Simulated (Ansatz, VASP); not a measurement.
**One calculation of CuB, two programs**

```
Cu B
1.0
     2.55599    0.00000    0.00000
    -1.27800    2.21355    0.00000
     0.00000    0.00000    3.22151
Cu B
1 1
Direct
  0.66667 0.33333 0.00000
  0.00000 0.00000 0.50000
```

Change from the starting cell: species swapped into the CdIn type (P-6m2, No. 187).

Alike in both runs: functional PBE; k mesh 24 × 24 × 16; occupations gaussian, width 0.1 eV; no spin polarisation.

Ansatz relaxed the structure, and its values are those at the end. VASP's run is a single point on that final structure, the one shown.

```csv
,VASP,Ansatz
version,VASP 6.6.1,Ansatz 0.2.0
potentials or method,"VASP PAW PBE potentials, release 64 (Cu, B), cutoff 520 eV","scalar-relativistic, plane waves, PAW"
valence electrons in the cell,14,22
```

|  | VASP | Ansatz | Ansatz less VASP |
| --- | --- | --- | --- |
| gap on the k mesh at the Fermi level (eV) | none | none | - |
| pressure (GPa) | 0.7 | 0.0 | -0.73 |

A gap of «none» marks a metal or a gap that the smearing closes. VASP's potentials hold 14 valence electrons a cell and Ansatz's 22, so a difference there can come from the potentials and not from the codes.
